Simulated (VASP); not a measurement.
# CuNi5 (P-6m2) in VASP: single point with PBE

Aim: the single point of CuNi5 with PBE.

All numbers are computed with VASP 6.6.1; they aren't measurements. Logs are shortened: lines on timing, memory, paths and dates and some standing lists are left out, and cuts for length are marked.

## Step 1: The cell of the first run

Symmetry: P-6m2, No. 187, hexagonal system. Conventional cell: a = 2.491 Å, b = 2.491 Å, c = 12.354 Å, α = 90.00°, β = 90.00°, γ = 120.00°. Within 3.3 Å of Cu (site symmetry -6m2) lie 6 Cu at 2.49 Å and 6 Ni at 2.55 Å. Within 3.3 Å of Ni (site symmetry 3m) lie 9 Ni at 2.49 Å and 3 Cu at 2.55 Å. Ni (site symmetry -6m2) has 12 Ni at 2.49 to 2.50 Å within 3.3 Å. Ni (site symmetry 3m) has 12 Ni at 2.49 to 2.50 Å within 3.3 Å.

## Step 2: Single point, PBE, collinear spin, ferromagnetic start

INCAR

```
  ALGO = Normal
  EDIFF = 1E-6
  ENCUT = 520
  GGA = PE
  ISIF = 2
  ISMEAR = 0
  ISPIN = 2
  LASPH = True
  LCHARG = True
  LELF = True
  LMAXMIX = 4
  LORBIT = 11
  LREAL = False
  LVHAR = True
  LWAVE = False
  MAGMOM = 0 0.66 0.66 0.66 0.66 0.66
  NBANDS = 44
  NELM = 150
  PREC = Accurate
  SIGMA = 0.1
```

KPOINTS

```
k-points
0
Gamma
  6 6 2
```

POSCAR

```
CuNi5
1.0
    2.4911983000      0.0000000000      0.0000000000
   -1.2455991000      2.1574410000      0.0000000000
    0.0000000000      0.0000000000     12.3539738000
Cu Ni
1 5
Direct
    0.6666667000      0.3333333000      0.0000000000
    0.3333333000      0.6666667000      0.8296560000
    0.3333333000      0.6666667000      0.1703440000
    0.3333333000      0.6666667000      0.5000000000
    0.6666667000      0.3333333000      0.3348860000
    0.6666667000      0.3333333000      0.6651140000
```

Potentials or basis: VASP PAW PBE potentials, release 64 (Cu, Ni).

Command:

```console
> cat potpaw_PBE.64/Cu/POTCAR potpaw_PBE.64/Ni/POTCAR > POTCAR
> mpirun -np 1 vasp_std > vasp.out
```

OUTCAR:

```text
EDIFF = 1E-6
   ENCUT = 520
   GGA = PE
   ISIF = 2
   ISMEAR = 0
   ISPIN = 2
   LASPH = True
   LORBIT = 11
   LREAL = False
   NELM = 150
   PREC = Accurate

 ion  position               nearest neighbor table
   1  0.667  0.333  0.000-   2 2.55   3 2.55   2 2.55   3 2.55   2 2.55   3 2.55
   2  0.333  0.667  0.830-   6 2.49   6 2.49   6 2.49   1 2.55   1 2.55   1 2.55
   3  0.333  0.667  0.170-   5 2.49   5 2.49   5 2.49   1 2.55   1 2.55   1 2.55
   4  0.333  0.667  0.500-   5 2.50   6 2.50   5 2.50   6 2.50   5 2.50   6 2.50
   5  0.667  0.333  0.335-   3 2.49   3 2.49   3 2.49   4 2.50   4 2.50   4 2.50
   6  0.667  0.333  0.665-   2 2.49   2 2.49   2 2.49   4 2.50   4 2.50   4 2.50

  LATTYP: Found a hexagonal cell.
 ALAT       =     2.4911983000
 C/A-ratio  =     4.9590487437

  Lattice vectors:

 A1 = (   2.4911983000,   0.0000000000,   0.0000000000)
 A2 = (  -1.2455991000,   2.1574410000,   0.0000000000)
 A3 = (   0.0000000000,   0.0000000000,  12.3539738000)

Analysis of symmetry for initial positions (statically):
=====================================================================
 Subroutine PRICEL returns:
 Original cell was already a primitive cell.

 Routine SETGRP: Setting up the symmetry group for a
 hexagonal supercell.

 Subroutine GETGRP returns: Found 12 space group operations
 (whereof 12 operations were pure point group operations)
 out of a pool of 24 trial point group operations.

The static configuration has the point symmetry D_3h.

Analysis of symmetry for dynamics (positions and initial velocities):
=====================================================================
 Subroutine PRICEL returns:
 Original cell was already a primitive cell.

 Routine SETGRP: Setting up the symmetry group for a
 hexagonal supercell.

 Subroutine GETGRP returns: Found 12 space group operations
 (whereof 12 operations were pure point group operations)
 out of a pool of 24 trial point group operations.

The dynamic configuration has the point symmetry D_3h.

Analysis of structural, dynamic, and magnetic symmetry:
=====================================================================
 Subroutine PRICEL returns:
 Original cell was already a primitive cell.

 Routine SETGRP: Setting up the symmetry group for a
 hexagonal supercell.

 Subroutine GETGRP returns: Found 12 space group operations
 (whereof 12 operations were pure point group operations)
 out of a pool of 24 trial point group operations.

The overall configuration has the point symmetry D_3h.

 Subroutine INISYM returns: Found 12 space group operations
 (whereof 12 operations are pure point group operations),
 and found     1 'primitive' translations

----------------------------------------------------------------------------------------

                                     Primitive cell

  volume of cell :      66.3978

  direct lattice vectors                    reciprocal lattice vectors
     2.491198300  0.000000000  0.000000000     0.401413248  0.231756039  0.000000000
    -1.245599100  2.157441000  0.000000000     0.000000000  0.463512096  0.000000000
     0.000000000  0.000000000 12.353973800     0.000000000  0.000000000  0.080945614

  length of vectors
     2.491198300  2.491198263 12.353973800     0.463512089  0.463512096  0.080945614

  position of ions in fractional coordinates (direct lattice)
     0.666666700  0.333333300  0.000000000
     0.333333300  0.666666700  0.829656000
     0.333333300  0.666666700  0.170344000
     0.333333300  0.666666700  0.500000000
     0.666666700  0.333333300  0.334886000
     0.666666700  0.333333300  0.665114000

  ion indices of the primitive-cell ions
   primitive index   ion index
                 1           1
                 2           2
                 3           3
                 4           4
                 5           5
                 6           6

----------------------------------------------------------------------------------------

 KPOINTS: k-points

Automatic generation of k-mesh.
 Grid dimensions read from file:
[... 33 lines left out ...]
  0.166667  0.166667  0.500000      6.000000
  0.333333  0.166667  0.500000     12.000000
  0.333333  0.333333  0.500000      2.000000
   k-points           NKPTS =     14   k-points in BZ     NKDIM =     14   number of bands    NBANDS=     44
   number of dos      NEDOS =    301   number of ions     NIONS =      6
   total plane-waves  NPLWV =  38400
   dimension x,y,z NGX =    20 NGY =   20 NGZ =   96
   dimension x,y,z NGXF=    40 NGYF=   40 NGZF=  192
   ions per type =               1   5
   NGX,Y,Z   is equivalent  to a cutoff of  13.35, 13.35, 12.92 a.u.
   NGXF,Y,Z  is equivalent  to a cutoff of  26.69, 26.69, 25.84 a.u.
 SYSTEM =  unknown system
   PREC   = accura    normal or accurate (medium, high low for compatibility)
   ISTART =      0    job   : 0-new  1-cont  2-samecut
   ICHARG =      2    charge: 1-file 2-atom 10-const
   ISPIN  =      2    spin polarized calculation?
   LNONCOLLINEAR =      F non collinear calculations
   LSORBIT =      F    spin-orbit coupling
   LASPH  =      T    aspherical Exc in radial PAW
   ENCUT  =  520.0 eV  38.22 Ry    6.18 a.u.   4.63  4.63 22.97*2*pi/ulx,y,z
   NELM   =    150;   NELMIN=  2; NELMDL= -5     # of ELM steps
   EDIFF  = 0.1E-05   stopping-criterion for ELM
   LREAL  =      F    real-space projection
   EDIFFG = 0.1E-04   stopping-criterion for IOM
   NSW    =      0    number of steps for IOM
   IBRION =     -1    ionic relax: 0-MD 1-quasi-New 2-CG
   NFREE  =      0    steps in history (QN), initial steepest desc. (CG)
   ISIF   =      2    stress and relaxation
   ISYM   =      2    0-nonsym 1-usesym 2-fastsym
   POTIM  = 0.5000    time-step for ionic-motion
   TEBEG  =    0.0;   TEEND  =   0.0 temperature during run
   PSTRESS=    0.0 pullay stress
   NELECT =      61.0000    total number of electrons
   NUPDOWN=      -1.0000    fix difference up-down
   EMIN   =  10.00;   EMAX   =-10.00  energy-range for DOS
   EFERMI =   0.00;   METHOD = LEGACY
   ISMEAR =     0;   SIGMA  =   0.10  broadening in eV -4-tet -1-fermi 0-gaus
   EFERMI_NEDOS =   21; number of points for ismear=-14 and -15
   IALGO  =     38    algorithm
   IMIX   =      4    mixing-type and parameters
     AMIX     =   0.40;   BMIX     =  1.00
     AMIX_MAG =   1.60;   BMIX_MAG =  1.00
  volume/ion in A,a.u.               =      11.07        74.68
  Fermi-wavevector in a.u.,A,eV,Ry     =   1.591476  3.007454 34.460787  2.532796
  Thomas-Fermi vector in A             =   2.690010
   LORBIT       =     11    0 simple, 1 ext, 2 COOP (PROOUT), +10 PAW based schemes
   GGA     = PE    functional components
   LHFCALC =     F    Hartree Fock is set to
   AEXX    =    0.0000 exact exchange contribution
   IVDW    =     0    specifies the selected vdW correction
   LEPSILON=     F    determine dielectric tensor
   LRPA    =     F    only Hartree local field effects (RPA)
 spin polarized calculation
 Gauss-broadening in eV      SIGMA  =   0.10
  energy-cutoff  :      520.00
  volume of cell :       66.40
 maximum number of plane-waves:      1809
 NGX is ok and might be reduce to    20
   NGX =  9   NGY =  9   NGZ = 45

 number of electron      60.9999982 magnetization       3.1234487

 Free energy of the ion-electron system (eV)
  ---------------------------------------------------
  ext. energy  EPLUGINS =         0.00000000
  ---------------------------------------------------
  free energy    TOTEN  =       -31.00407401 eV

  energy without entropy =      -30.95372209  energy(sigma->0) =      -30.97889805

 E-fermi :   8.9454     XC(G=0): -13.1429

 val. band max:        8.9440575366   @ k =   0.3333   0.3333   0.0000
 cond. band min:       8.9458987144   @ k =   0.1667   0.1667   0.5000
 fundamental gap:      0.0018411778
 Fermi energy:         8.9454199573

 spin component 1

 k-point     1 :       0.0000    0.0000    0.0000
  band No.  band energies     occupation
      1      -0.0500      1.00000
      2       0.8915      1.00000
      3       1.0696      1.00000
      4       3.2730      1.00000
      5       3.4394      1.00000
      6       4.1746      1.00000
[... 619 lines left out ...]
     41      17.5367      0.00000
     42      17.7893      0.00000
 Fermi energy:         8.9454199573

 spin component 2

 k-point     1 :       0.0000    0.0000    0.0000
  band No.  band energies     occupation
      1      -0.0715      1.00000
      2       0.8686      1.00000
      3       1.0526      1.00000
      4       3.3115      1.00000
      5       3.5273      1.00000
      6       4.4497      1.00000
[... 619 lines left out ...]
     41      17.7239      0.00000
     42      17.9763      0.00000
 [bands above 42 left out]

------------------------ aborting loop because EDIFF is reached ----------------------------------------

  FORCE on cell =-STRESS in cart. coord.  units (eV):
  Direction    XX          YY          ZZ          XY          YZ          ZX
  --------------------------------------------------------------------------------------
  -------------------------------------------------------------------------------------
  Total        0.0551653      0.0551653      0.1980179      0.0000000      0.0000000      0.0000000
  in kB        1.3311359      1.3311359      4.7781654      0.0000000      0.0000000      0.0000000
  external PRESSURE =       2.4801457 kB  Pullay stress =       0.0000000 kB

 VOLUME and BASIS-vectors are now :
 -----------------------------------------------------------------------------
  energy-cutoff  :      520.00
  volume of cell :       66.40
      direct lattice vectors                 reciprocal lattice vectors
     2.491198300  0.000000000  0.000000000     0.401413248  0.231756039  0.000000000
    -1.245599100  2.157441000  0.000000000     0.000000000  0.463512096  0.000000000
     0.000000000  0.000000000 12.353973800     0.000000000  0.000000000  0.080945614

 POSITION                                       TOTAL-FORCE (eV/Angst)
 -----------------------------------------------------------------------------------
      1.24560      0.71915      0.00000         0.000000      0.000000      0.000000
     -0.00000      1.43829     10.24955        -0.000000      0.000000     -0.064907
     -0.00000      1.43829      2.10443        -0.000000      0.000000      0.064907
     -0.00000      1.43829      6.17699        -0.000000     -0.000000      0.000000
      1.24560      0.71915      4.13717        -0.000000      0.000000     -0.014253
      1.24560      0.71915      8.21680        -0.000000      0.000000      0.014253
 -----------------------------------------------------------------------------------
    total drift:                               -0.000011      0.000007      0.000000

  FREE ENERGIE OF THE ION-ELECTRON SYSTEM (eV)
  ---------------------------------------------------
  free  energy   TOTEN  =       -31.0040740063 eV

  energy  without entropy=      -30.9537220930  energy(sigma->0) =      -30.97889805

 total charge

# of ion       s       p       d       tot
------------------------------------------
    1        0.459   0.413   9.175  10.047
    2        0.487   0.469   8.332   9.288
    3        0.487   0.469   8.332   9.288
    4        0.495   0.490   8.312   9.297
    5        0.495   0.491   8.310   9.296
    6        0.495   0.491   8.310   9.296
--------------------------------------------------
tot          2.920   2.821  50.770  56.511

 magnetization (x)

# of ion       s       p       d       tot
------------------------------------------
    1       -0.002  -0.012   0.019   0.005
    2       -0.002  -0.017   0.559   0.540
    3       -0.002  -0.017   0.559   0.540
    4       -0.004  -0.023   0.726   0.699
    5       -0.003  -0.022   0.725   0.700
    6       -0.003  -0.022   0.725   0.700
--------------------------------------------------
tot         -0.017  -0.112   3.313   3.184
```

Wall time 80 s (1 thread of Intel Xeon 6975P-C (Granite Rapids), shared host); peak memory 0.24 GiB.

What came out:

| Item | Value |
| --- | --- |
| Free energy | -31.0041 eV |
| Pressure | 0.2 GPa |
| Largest force | 0.065 eV/Å |
| Net moment | 3.12 μB per cell |
| Site moments | Cu +0.01; Ni +0.54, +0.70 μB |
| Valence electrons inside the program's atomic spheres | Cu 10.05; Ni 9.29, 9.30 |

Forces in eV/Å, atoms in the order of the input:
```
Cu   0.000  0.000  0.000
Ni   0.000  0.000 -0.065
Ni   0.000  0.000  0.065
Ni   0.000  0.000  0.000
Ni   0.000  0.000 -0.014
Ni   0.000  0.000  0.014
```

Stress tensor (GPa, compression positive):
```
0.13 0.00 0.00
0.00 0.13 0.00
0.00 0.00 0.48
```

Caveat: the k points lie up to 0.49 Å⁻¹ apart.
